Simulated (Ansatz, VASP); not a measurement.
One calculation of HfO3, two programs

```xyz
4
Lattice="1.4504 -1.9974 0.0000 1.4504 1.9974 0.0000 0.0000 0.0000 7.9734" Properties=species:S:1:pos:R:3 pbc="T T T"
Hf    0.0000    0.0000    0.0000
O     1.4504    0.0000    5.9562
O     0.0000    0.0000    3.9867
O     1.4504    0.0000    2.0172
```

Change from the starting cell: species swapped into the VFe3 type (Cmmm, No. 65).

Alike in both runs: task single point; functional PBE; k mesh 8 × 8 × 2; occupations gaussian, width 0.1 eV; no spin polarisation.

```csv
,VASP,Ansatz
version,VASP 6.6.1,Ansatz 0.2.0
potentials or method,"VASP PAW PBE potentials, release 64 (Hf_pv, O), cutoff 520 eV","scalar-relativistic, plane waves, PAW"
valence electrons in the cell,28,44
```

VASP gave:

* gap on the k mesh at the Fermi level (eV): none
* pressure (GPa): 3.3
* traceless stress, the component that is largest in VASP (GPa): -56.48
* rms of the force components (eV/Å): 1.644

What did Ansatz give for the same quantities?

gap on the k mesh at the Fermi level (eV): none; pressure (GPa): 4.4; traceless stress, the component that is largest in VASP (GPa): -56.54; rms of the force components (eV/Å): 1.625.

Atom by atom the forces differ by 0.019 eV/Å (rms over components). A gap of «none» marks a metal or a gap that the smearing closes. VASP's potentials hold 28 valence electrons a cell and Ansatz's 44, so a difference there can come from the potentials and not from the codes.

The k mesh is coarse, so the values compare programs but aren't converged. Spin-orbit coupling is off throughout.
